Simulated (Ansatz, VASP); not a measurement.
TiC: VASP beside Ansatz

```
CELL_PARAMETERS angstrom
0.00000 2.09633 2.30596
2.09633 0.00000 2.30596
2.09633 2.09633 0.00000
ATOMIC_POSITIONS crystal
Ti 0.00000 0.00000 0.00000
C 0.50000 0.50000 0.50000
```

Alike in both runs: task single point; functional LDA; k mesh 20 × 20 × 20; occupations gaussian, width 0.15 eV; no spin polarisation.

|  | VASP | Ansatz |
| --- | --- | --- |
| version | VASP 6.6.1 | Ansatz 0.2.0 |
| potentials or method | VASP PAW LDA potentials, release 64 (Ti_sv, C), cutoff 520 eV | scalar-relativistic, plane waves, PAW |
| valence electrons in the cell | 16 | 16 |

|  | VASP | Ansatz | Ansatz less VASP |
| --- | --- | --- | --- |
| gap on the k mesh at the Fermi level (eV) | none | none | - |
| pressure (GPa) | -7.2 | -7.8 | -0.59 |
| traceless stress, the component that is largest in VASP (GPa) | -21.11 | -20.81 | +0.300 |

LDA's correlation is that of Perdew and Zunger in VASP and of Perdew and Wang (1992) in Ansatz. A gap of «none» marks a metal or a gap that the smearing closes.
